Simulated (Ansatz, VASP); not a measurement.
**Two plane-wave programs on AgPt3**

Contents of INCAR:

```
SYSTEM = AgPt3
  PREC = Accurate
  ENCUT = 520
  EDIFF = 1E-8
  ISMEAR = -1
  SIGMA = 0.08
  LREAL = .False.
  LASPH = .True.
  NELM = 80
  ALGO = Normal
  ISIF = 2
  LWAVE = .False.
  LCHARG = .False.
  LEFG = .True.
  NBANDS = 28
```

The input KPOINTS:

```
Automatic mesh
0
Gamma
  9 9 9
  0 0 0
```

The input POSCAR:

```
AgPt3
1.0
    3.9000000000      0.0195000000      0.0195000000
    0.0195000000      3.9000000000      0.0195000000
    0.0195000000      0.0195000000      3.9000000000
Ag Pt
1 3
Direct
    0.0000000000      0.0000000000      0.0000000000
    0.0000000000      0.5000000000      0.5000000000
    0.5000000000      0.0000000000      0.5000000000
    0.5000000000      0.5000000000      0.0000000000
```

Input for Ansatz:

```yaml
crystal:
  lattice:
    - [3.9, 0.0195, 0.0195]
    - [0.0195, 3.9, 0.0195]
    - [0.0195, 0.0195, 3.9]
  atoms:
    - { symbol: Ag, position: [0.0, 0.0, 0.0] }
    - { symbol: Pt, position: [0.0, 0.5, 0.5] }
    - { symbol: Pt, position: [0.5, 0.0, 0.5] }
    - { symbol: Pt, position: [0.5, 0.5, 0.0] }
kpoints:
  mp_grid: { grid: [9, 9, 9] }
scf:
  occupations: { method: fermi_dirac, width: 0.08 }
hamiltonian:
  xc: lda
  pseudopotentials: { kind: paw }
output:
  forces: true
  stress: true
  eigenvalues: true
  efg: { contact_densities: true }
  write_density: true
  write_potential: true
  elf: true
  volumetric_format: npy
```

Change from the starting cell: equal xy, yz and zx shear strains of +1 %, PAW files.

Alike in both runs: task electric field gradients; functional LDA; k mesh 9 × 9 × 9; occupations fermi-dirac, width 0.08 eV; no spin polarisation.

|  | VASP | Ansatz |
| --- | --- | --- |
| version | VASP 6.6.1 | Ansatz 0.2.0 |
| potentials or method | VASP PAW LDA potentials, release 64 (Ag, Pt) | PAW with Ansatz's default frozen-core files, scalar-relativistic |
| plane-wave cutoff (eV) | 520 | 420 |
| valence electrons in the cell | 41 | 73 |

Ansatz gave:

```
pressure (GPa)                                                : 2.4
traceless stress, the component that is largest in VASP (GPa) : -1.11
size of Vzz on the site where it differs most (V/Å²)          : 10.7
```

Q: What did VASP give for the same quantities?

A: Pressure (GPa): 3.0; traceless stress, the component that is largest in VASP (GPa): -1.12; size of Vzz on the site where it differs most (V/Å²): 18.1.

LDA's correlation is that of Perdew and Zunger in VASP and of Perdew and Wang (1992) in Ansatz. VASP's potentials hold 41 valence electrons a cell and Ansatz's 73, so a difference there can come from the potentials and not from the codes.

Spin-orbit coupling is off throughout.
